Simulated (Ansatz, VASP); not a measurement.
# TePb in VASP and in Ansatz

Contents of POSCAR:

```
TePb
1.0
    3.6766104215      0.0000000000      0.0000000000
    0.0000000000      3.6766104215      0.0000000000
    0.0000000000      0.0000000000      3.6766104215
Te Pb
1 1
Direct
    0.5000000000      0.5000000000      0.5000000000
    0.0000000000      0.0000000000      0.0000000000
```

Contents of INCAR.step1:

```
SYSTEM = TePb
ALGO = Normal
EDIFF = 1E-4
ENCUT = 520
GGA = PE
ISMEAR = 0
LASPH = .TRUE.
LCHARG = .FALSE.
LREAL = .FALSE.
LWAVE = .TRUE.
NBANDS = 17
NELM = 80
PREC = Accurate
SIGMA = 0.05
```

File INCAR.step2:

```
SYSTEM = TePb
ALGO = Normal
EDIFF = 1E-6
ENCUT = 520
ISIF = 2
ISMEAR = 0
ISTART = 1
IVDW = 12
LASPH = .TRUE.
LCHARG = .TRUE.
LELF = .TRUE.
LMIXTAU = .TRUE.
LREAL = .FALSE.
LVHAR = .TRUE.
LWAVE = .FALSE.
METAGGA = R2SCAN
NBANDS = 17
NELM = 80
PREC = Accurate
SIGMA = 0.05
VDW_A1 = 0.49484001
VDW_A2 = 5.73083694
VDW_S6 = 1.0
VDW_S8 = 0.78981345
```

Contents of KPOINTS:

```
k-points
0
G
  10 10 10
  0 0 0
```

Input for Ansatz:

```yaml
crystal:
  lattice:
    - [3.6766104215, 0.0, 0.0]
    - [0.0, 3.6766104215, 0.0]
    - [0.0, 0.0, 3.6766104215]
  atoms:
    - { symbol: Te, position: [0.5, 0.5, 0.5] }
    - { symbol: Pb, position: [0.0, 0.0, 0.0] }
basis:
  ecutwfc: 500
  ecutrho_ratio: 4
kpoints:
  mp_grid: { grid: [10, 10, 10] }
hamiltonian:
  xc: r2scan
  dispersion: d3bj
scf:
  occupations: { method: gaussian, width: 0.05 }
output:
  forces: true
  stress: true
  eigenvalues: true
```

Alike in both runs: task single point; functional r2SCAN; dispersion D3(BJ); k mesh 10 × 10 × 10; occupations gaussian, width 0.05 eV; no spin polarisation.

```csv
,VASP,Ansatz
version,VASP 6.6.1,Ansatz 0.2.0
potentials or method,"VASP PAW PBE potentials, release 64 (Te, Pb_d), cutoff 520 eV","scalar-relativistic, plane waves, PAW"
valence electrons in the cell,20,30
```

|  | VASP | Ansatz | Ansatz less VASP |
| --- | --- | --- | --- |
| gap on the k mesh at the Fermi level (eV) | none | none | - |
| pressure (GPa) | 16.2 | 16.2 | -0.08 |

VASP's potentials were made for PBE, not for r2SCAN. A gap of «none» marks a metal or a gap that the smearing closes. VASP's potentials hold 20 valence electrons a cell and Ansatz's 30, so a difference there can come from the potentials and not from the codes. Ansatz's warnings: dispersion damping borrowed.

Spin-orbit coupling is off throughout.
